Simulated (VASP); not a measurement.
# Rb (I4/mmm) in VASP: a series of runs

The runs below take Rb through single point, relaxation of cell and atoms, with r2SCAN.

All numbers are computed with VASP 6.6.1; they aren't measurements. Logs are shortened: lines on timing, memory, paths and dates and some standing lists are left out, and cuts for length are marked.

**1. The cell of the first run**

It takes space group I4/mmm (No. 139, tetragonal). Conventional cell: a = 5.909 Å, b = 5.909 Å, c = 5.462 Å, α = 90.00°, β = 90.00°, γ = 90.00°.

**2. Single point, r2SCAN**

Input file POSCAR:

```
Rb
1.0
    5.9090237230      0.0000000000      0.0000000000
    0.0000000000      5.9090237230      0.0000000000
    0.0000000000      0.0000000000      5.4616903910
Rb
2
Direct
    0.0000000000      0.0000000000      0.0000000000
    0.5000000000      0.5000000000      0.5000000000
```

Input file INCAR.step1:

```
ALGO = Normal ; EDIFF = 1E-4
ENCUT = 520 ; GGA = PE
ISMEAR = 0 ; LASPH = True
LCHARG = False ; LREAL = False
LWAVE = True ; NBANDS = 16
NELM = 100 ; PREC = Accurate
SIGMA = 0.1
```

Input file INCAR.step2:

```
ALGO = Normal ; EDIFF = 1E-7
ENCUT = 520 ; ISIF = 2
ISMEAR = 0 ; ISTART = 1
LASPH = True ; LCHARG = True
LELF = True ; LMIXTAU = True
LREAL = False ; LVHAR = True
LWAVE = False ; METAGGA = R2SCAN
NBANDS = 16 ; NELM = 100
PREC = Accurate ; SIGMA = 0.1
```

Input file KPOINTS:

```
k-points
0
Gamma
  8 8 8
```

Potentials or basis: VASP PAW PBE potentials, release 64 (Rb_sv).

On the command line:

```bash
> cat potpaw_PBE.64/Rb_sv/POTCAR > POTCAR
> cp INCAR.step1 INCAR
> mpirun -np 1 vasp_std > vasp.out
> cp INCAR.step2 INCAR
> mpirun -np 1 vasp_std > vasp.out
```

OUTCAR:

```text
EDIFF = 1E-7
   ENCUT = 520
   ISIF = 2
   ISMEAR = 0
   ISTART = 1
   LASPH = True
   LREAL = False
   METAGGA = R2SCAN
   NELM = 100
   PREC = Accurate

 ion  position               nearest neighbor table
   1  0.000  0.000  0.000-   2 4.99   2 4.99   2 4.99   2 4.99   2 4.99   2 4.99   2 4.99   2 4.99

   2  0.500  0.500  0.500-   1 4.99   1 4.99   1 4.99   1 4.99   1 4.99   1 4.99   1 4.99   1 4.99

  LATTYP: Found a simple tetragonal cell.
 ALAT       =     5.9090237230
 C/A-ratio  =     0.9242965754

  Lattice vectors:

 A1 = (   5.9090237230,   0.0000000000,   0.0000000000)
 A2 = (   0.0000000000,   5.9090237230,   0.0000000000)
 A3 = (   0.0000000000,   0.0000000000,   5.4616903910)

Analysis of symmetry for initial positions (statically):
=====================================================================
 Subroutine PRICEL returns following result:

  LATTYP: Found a body centered tetragonal cell.
 ALAT       =     5.9090237230
 C/A-ratio  =     0.9242965754

  Lattice vectors:

 A1 = (  -2.9545118615,  -2.9545118615,  -2.7308451955)
 A2 = (   2.9545118615,   2.9545118615,  -2.7308451955)
 A3 = (   2.9545118615,  -2.9545118615,   2.7308451955)

   2 primitive cells build up your supercell.

 Routine SETGRP: Setting up the symmetry group for a
 simple tetragonal supercell.

 Subroutine GETGRP returns: Found 16 space group operations
 (whereof 16 operations were pure point group operations)
 out of a pool of 16 trial point group operations.

The static configuration has the point symmetry D_4h.

Analysis of symmetry for dynamics (positions and initial velocities):
=====================================================================
 Subroutine PRICEL returns following result:

  LATTYP: Found a body centered tetragonal cell.
 ALAT       =     5.9090237230
 C/A-ratio  =     0.9242965754

  Lattice vectors:

 A1 = (  -2.9545118615,  -2.9545118615,  -2.7308451955)
 A2 = (   2.9545118615,   2.9545118615,  -2.7308451955)
 A3 = (   2.9545118615,  -2.9545118615,   2.7308451955)

   2 primitive cells build up your supercell.

 Routine SETGRP: Setting up the symmetry group for a
 simple tetragonal supercell.

 Subroutine GETGRP returns: Found 16 space group operations
 (whereof 16 operations were pure point group operations)
 out of a pool of 16 trial point group operations.

The dynamic configuration has the point symmetry D_4h.

 Subroutine INISYM returns: Found 16 space group operations
 (whereof 16 operations are pure point group operations),
 and found     2 'primitive' translations

----------------------------------------------------------------------------------------

                                     Primitive cell

  volume of cell :      95.3517

  direct lattice vectors                    reciprocal lattice vectors
    -2.954511861 -2.954511861 -2.730845195    -0.000000000 -0.169232693 -0.183093498
     2.954511861  2.954511861 -2.730845196     0.169232693  0.000000000 -0.183093498
     2.954511861 -2.954511861  2.730845195     0.169232693 -0.169232693  0.000000000

  length of vectors
     4.991572514  4.991572514  4.991572514     0.249324956  0.249324956  0.239331170

  position of ions in fractional coordinates (direct lattice)
     0.000000000  0.000000000  0.000000000

  ion indices of the primitive-cell ions
   primitive index   ion index
                 1           1

----------------------------------------------------------------------------------------

 KPOINTS: k-points

Automatic generation of k-mesh.
 Grid dimensions read from file:
 generate k-points for:    8    8    8

 Generating k-lattice:

  Cartesian coordinates                     Fractional coordinates (reciprocal lattice)
     0.021154087  0.000000000  0.000000000     0.125000000  0.000000000  0.000000000
     0.000000000  0.021154087  0.000000000     0.000000000  0.125000000  0.000000000
     0.000000000  0.000000000  0.022886687     0.000000000  0.000000000  0.125000000

  Length of vectors
     0.021154087  0.021154087  0.022886687

  Shift w.r.t. Gamma in fractional coordinates (k-lattice)
     0.000000000  0.000000000  0.000000000

 Subroutine IBZKPT returns following result:
 ===========================================

 Found     75 irreducible k-points:

 Following reciprocal coordinates:
            Coordinates               Weight
  0.000000  0.000000  0.000000      1.000000
  0.125000  0.000000  0.000000      4.000000
  0.250000  0.000000  0.000000      4.000000
  0.375000  0.000000  0.000000      4.000000
  0.500000  0.000000  0.000000      2.000000
  0.125000  0.125000  0.000000      4.000000
[... 16 lines left out ...]
  0.375000  0.125000  0.125000     16.000000
  0.500000  0.125000  0.125000      8.000000
 [... further k-points ...]
   k-points           NKPTS =     75   k-points in BZ     NKDIM =     75   number of bands    NBANDS=     16
   number of dos      NEDOS =    301   number of ions     NIONS =      2
   total plane-waves  NPLWV =  96768
   dimension x,y,z NGX =    48 NGY =   48 NGZ =   42
   dimension x,y,z NGXF=    96 NGYF=   96 NGZF=   84
   ions per type =               2
   NGX,Y,Z   is equivalent  to a cutoff of  13.50, 13.50, 12.78 a.u.
   NGXF,Y,Z  is equivalent  to a cutoff of  27.01, 27.01, 25.57 a.u.
 SYSTEM =  unknown system
   PREC   = accura    normal or accurate (medium, high low for compatibility)
   ISTART =      1    job   : 0-new  1-cont  2-samecut
   ICHARG =      0    charge: 1-file 2-atom 10-const
   ISPIN  =      1    spin polarized calculation?
   LNONCOLLINEAR =      F non collinear calculations
   LSORBIT =      F    spin-orbit coupling
   LASPH  =      T    aspherical Exc in radial PAW
   ENCUT  =  520.0 eV  38.22 Ry    6.18 a.u.  10.99 10.99 10.16*2*pi/ulx,y,z
   NELM   =    100;   NELMIN=  2; NELMDL=  0     # of ELM steps
   EDIFF  = 0.1E-06   stopping-criterion for ELM
   LREAL  =      F    real-space projection
   EDIFFG = 0.1E-05   stopping-criterion for IOM
   NSW    =      0    number of steps for IOM
   IBRION =     -1    ionic relax: 0-MD 1-quasi-New 2-CG
   NFREE  =      0    steps in history (QN), initial steepest desc. (CG)
   ISIF   =      2    stress and relaxation
   ISYM   =      2    0-nonsym 1-usesym 2-fastsym
   POTIM  = 0.5000    time-step for ionic-motion
   TEBEG  =    0.0;   TEEND  =   0.0 temperature during run
   PSTRESS=    0.0 pullay stress
   NELECT =      18.0000    total number of electrons
   NUPDOWN=      -1.0000    fix difference up-down
   EMIN   =  10.00;   EMAX   =-10.00  energy-range for DOS
   EFERMI =   0.00;   METHOD = LEGACY
   ISMEAR =     0;   SIGMA  =   0.10  broadening in eV -4-tet -1-fermi 0-gaus
   EFERMI_NEDOS =   21; number of points for ismear=-14 and -15
   IALGO  =     38    algorithm
   IMIX   =      4    mixing-type and parameters
     AMIX     =   0.40;   BMIX     =  1.00
     AMIX_MAG =   1.60;   BMIX_MAG =  1.00
  volume/ion in A,a.u.               =      95.35       643.47
  Fermi-wavevector in a.u.,A,eV,Ry     =   0.745383  1.408570  7.559340  0.555596
  Thomas-Fermi vector in A             =   1.840957
   LORBIT       =      0    0 simple, 1 ext, 2 COOP (PROOUT), +10 PAW based schemes
   METAGGA = R2SCAN    functional components
   LHFCALC =     F    Hartree Fock is set to
   AEXX    =    0.0000 exact exchange contribution
   IVDW    =     0    specifies the selected vdW correction
   LEPSILON=     F    determine dielectric tensor
   LRPA    =     F    only Hartree local field effects (RPA)
 non-spin polarized calculation
 Gauss-broadening in eV      SIGMA  =   0.10
  energy-cutoff  :      520.00
  volume of cell :      190.70
 maximum number of plane-waves:      5174
 NGX is ok and might be reduce to    48
   NGX = 21   NGY = 21   NGZ = 21

 number of electron      18.0000000 magnetization

 Free energy of the ion-electron system (eV)
  ---------------------------------------------------
  ext. energy  EPLUGINS =         0.00000000
  ---------------------------------------------------
  free energy    TOTEN  =       -27.83982123 eV

  energy without entropy =      -27.83067647  energy(sigma->0) =      -27.83524885

 E-fermi :  -0.0120     XC(G=0):  -5.6082

 val. band max:       -0.0123215229   @ k =   0.3750   0.0000   0.1250
 cond. band min:      -0.0094712279   @ k =   0.5000   0.3750   0.1250
 fundamental gap:      0.0028502949
 Fermi energy:        -0.0120092477

 k-point     1 :       0.0000    0.0000    0.0000
  band No.  band energies     occupation
      1     -30.1377      2.00000
      2     -30.1313      2.00000
      3     -13.6934      2.00000
      4     -13.6934      2.00000
      5     -13.6807      2.00000
      6     -13.6308      2.00000
[... 8 lines left out ...]
     15       3.9418      0.00000
     16       4.2030      0.00000

 k-point     2 :       0.1250    0.0000    0.0000
  band No.  band energies     occupation
      1     -30.1374      2.00000
      2     -30.1315      2.00000
      3     -13.6926      2.00000
      4     -13.6909      2.00000
      5     -13.6787      2.00000
      6     -13.6348      2.00000
[... 8 lines left out ...]
     15       3.8792      0.00000
     16       4.1109      0.00000

 k-point     3 :       0.2500    0.0000    0.0000
  band No.  band energies     occupation
      1     -30.1367      2.00000
      2     -30.1322      2.00000
      3     -13.6895      2.00000
      4     -13.6839      2.00000
      5     -13.6731      2.00000
      6     -13.6454      2.00000
[... 8 lines left out ...]
     15       3.7211      0.00000
     16       3.7524      0.00000

 k-point     4 :       0.3750    0.0000    0.0000
  band No.  band energies     occupation
      1     -30.1356      2.00000
      2     -30.1332      2.00000
      3     -13.6832      2.00000
      4     -13.6735      2.00000
      5     -13.6647      2.00000
      6     -13.6593      2.00000
[... 8 lines left out ...]
     15       3.6571      0.00000
     16       3.7397      0.00000
[... 324 lines left out ...]
 k-point    22 :       0.2500    0.1250    0.1250
  band No.  band energies     occupation
      1     -30.1363      2.00000
      2     -30.1324      2.00000
      3     -13.6961      2.00000
      4     -13.6819      2.00000
      5     -13.6634      2.00000
      6     -13.6631      2.00000
[... 8 lines left out ...]
     15       3.6377      0.00000
     16       4.1687      0.00000

 k-point    23 :       0.3750    0.1250    0.1250
  band No.  band energies     occupation
      1     -30.1353      2.00000
      2     -30.1332      2.00000
      3     -13.6948      2.00000
      4     -13.6769      2.00000
      5     -13.6720      2.00000
      6     -13.6536      2.00000
[... 8 lines left out ...]
     15       3.7669      0.00000
     16       4.1626      0.00000

 k-point    24 :       0.5000    0.1250    0.1250
  band No.  band energies     occupation
      1     -30.1343      2.00000
      2     -30.1343      2.00000
      3     -13.6882      2.00000
      4     -13.6882      2.00000
      5     -13.6604      2.00000
      6     -13.6604      2.00000
[... 8 lines left out ...]
     15       3.9342      0.00000
     16       3.9342      0.00000

 [... further k-points ...]
[... 5 lines left out ...]
  --------------------------------------------------------------------------------------
  -------------------------------------------------------------------------------------
  Total       -0.0383085     -0.0383085      0.0466003      0.0000000     -0.0000000      0.0000000
  in kB       -0.3218454     -0.3218454      0.3915085      0.0000000     -0.0000000      0.0000000
  external PRESSURE =      -0.0840608 kB  Pullay stress =       0.0000000 kB

 VOLUME and BASIS-vectors are now :
 -----------------------------------------------------------------------------
  energy-cutoff  :      520.00
  volume of cell :      190.70
      direct lattice vectors                 reciprocal lattice vectors
     5.909023723  0.000000000  0.000000000     0.169232693  0.000000000  0.000000000
     0.000000000  5.909023723  0.000000000     0.000000000  0.169232693  0.000000000
     0.000000000  0.000000000  5.461690391     0.000000000  0.000000000  0.183093498

 POSITION                                       TOTAL-FORCE (eV/Angst)
 -----------------------------------------------------------------------------------
      0.00000      0.00000      0.00000         0.000000      0.000000      0.000000
      2.95451      2.95451      2.73085        -0.000000     -0.000000     -0.000000
 -----------------------------------------------------------------------------------
    total drift:                                0.000000     -0.000000     -0.000000

  FREE ENERGIE OF THE ION-ELECTRON SYSTEM (eV)
  ---------------------------------------------------
  free  energy   TOTEN  =       -27.8398212288 eV

  energy  without entropy=      -27.8306764658  energy(sigma->0) =      -27.83524885
```

Run time: 14 min. Hardware: 1 thread of Intel Xeon Platinum 8259CL at 2.50GHz (Skylake/Cascade Lake), shared host; peak memory 0.44 GiB.

Results:

```
Free energy            : -27.8398 eV
Pressure               : 0.0 GPa
Band gap on the k mesh : zero (band 9 reaches 1.28 eV, above the bottom of band 10 at -0.74 eV)
```

Caveat: the PAW data sets were made with another functional, which shifts forces and pressure a little.

(Part 1 of 2 ends here.)
